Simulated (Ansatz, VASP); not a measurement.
# Two plane-wave programs on BN

Contents of INCAR:

```
SYSTEM = BN
PREC     = Accurate       ! precision mode
ENCUT    = 520            ! plane-wave cutoff, eV
EDIFF    = 1E-6           ! SCF threshold, eV
ISMEAR   = 0              ! smearing method
SIGMA    = 0.05           ! smearing width, eV
LREAL    = .False.        ! projectors in reciprocal space
LASPH    = .True.         ! aspherical terms in the spheres
NELM     = 100            ! most SCF steps
ALGO     = Normal         ! electronic algorithm
ISIF     = 2              ! what is computed and relaxed
LWAVE    = .False.        ! write WAVECAR
LCHARG   = .True.         ! write CHGCAR
GGA      = PE             ! functional
IVDW     = 12             ! dispersion correction
LELF     = .True.         ! ELF
LVHAR    = .True.       
NBANDS   = 16             ! bands
```

The input KPOINTS:

```
regular mesh
0
Gamma
  12 12 4
  0 0 0
```

The input POSCAR:

```
BN
1.0
    2.5099983704      0.0000000000      0.0000000000
   -1.2549991852      2.1737223522      0.0000000000
    0.0000000000      0.0000000000      6.6900000000
B N
2 2
Direct
    0.0000000000      0.0000000000      0.5000000000
    0.3333333333      0.6666666667      0.0000000000
    0.0000000000      0.0000000000      0.0000000000
    0.6666666667      0.3333333333      0.5000000000
```

Input for Ansatz:

```yaml
crystal:
  lattice:
    - [2.5099983704, 0.0, 0.0]
    - [-1.2549991852, 2.1737223522, 0.0]
    - [0.0, 0.0, 6.69]
  atoms:
    - { symbol: B, position: [0.0, 0.0, 0.5] }
    - { symbol: B, position: [0.3333333333, 0.6666666667, 0.0] }
    - { symbol: "N", position: [0.0, 0.0, 0.0] }
    - { symbol: "N", position: [0.6666666667, 0.3333333333, 0.5] }
basis:
  ecutwfc: 420
kpoints:
  mp_grid: { grid: [12, 12, 4] }
hamiltonian:
  xc: pbe
  dispersion: d3bj
scf:
  occupations: { method: gaussian, width: 0.05 }
output:
  forces: true
  stress: true
  eigenvalues: true
```

Alike in both runs: task single point; functional PBE; dispersion D3(BJ); k mesh 12 × 12 × 4; occupations gaussian, width 0.05 eV; no spin polarisation.

|  | VASP | Ansatz |
| --- | --- | --- |
| version | VASP 6.6.1 | Ansatz 0.2.0 |
| potentials or method | VASP PAW PBE potentials, release 64 (B, N), cutoff 520 eV | scalar-relativistic, plane waves, PAW |
| valence electrons in the cell | 16 | 16 |

|  | VASP | Ansatz | Ansatz less VASP |
| --- | --- | --- | --- |
| gap on the k mesh at the Fermi level (eV) | 4.36 | 4.36 | +0.007 |
| least direct gap on the mesh (eV) | 4.47 | 4.48 | +0.003 |
| pressure (GPa) | -1.1 | -1.2 | -0.08 |
| traceless stress, the component that is largest in VASP (GPa) | 0.61 | 0.81 | +0.199 |
